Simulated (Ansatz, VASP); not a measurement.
Two plane-wave programs on MgO

```
CELL_PARAMETERS angstrom
2.93802 0.00000 0.00000
-1.46901 2.54440 0.00000
0.00000 0.00000 2.67968
ATOMIC_POSITIONS crystal
Mg 0.00000 0.00000 0.00000
O 0.33333 0.66667 0.44402
```

Change from the starting cell: all O atoms moved +0.150 Å, as atom 2 towards its neighbour atom 2 (O) at 2.680 Å.

Alike in both runs: task single point; functional LDA; k mesh 9 × 9 × 8; occupations gaussian, width 0.05 eV; no spin polarisation.

```csv
,VASP,Ansatz
version,VASP 6.6.1,Ansatz 0.2.0
potentials or method,"VASP PAW LDA potentials, release 64 (Mg_sv, O), cutoff 840 eV","scalar-relativistic, plane waves, PAW"
valence electrons in the cell,16,16
```

```csv
,VASP,Ansatz,Ansatz less VASP
gap on the k mesh at the Fermi level (eV),2.93,2.92,-0.013
least direct gap on the mesh (eV),3.37,3.35,-0.012
pressure (GPa),-7.1,-7.5,-0.38
"traceless stress, the component that is largest in VASP (GPa)",-0.29,-0.36,-0.067
rms of the force components (eV/Å),0.264,0.250,-0.0143
```

LDA's correlation is that of Perdew and Zunger in VASP and of Perdew and Wang (1992) in Ansatz. Atom by atom the forces differ by 0.014 eV/Å (rms over components).
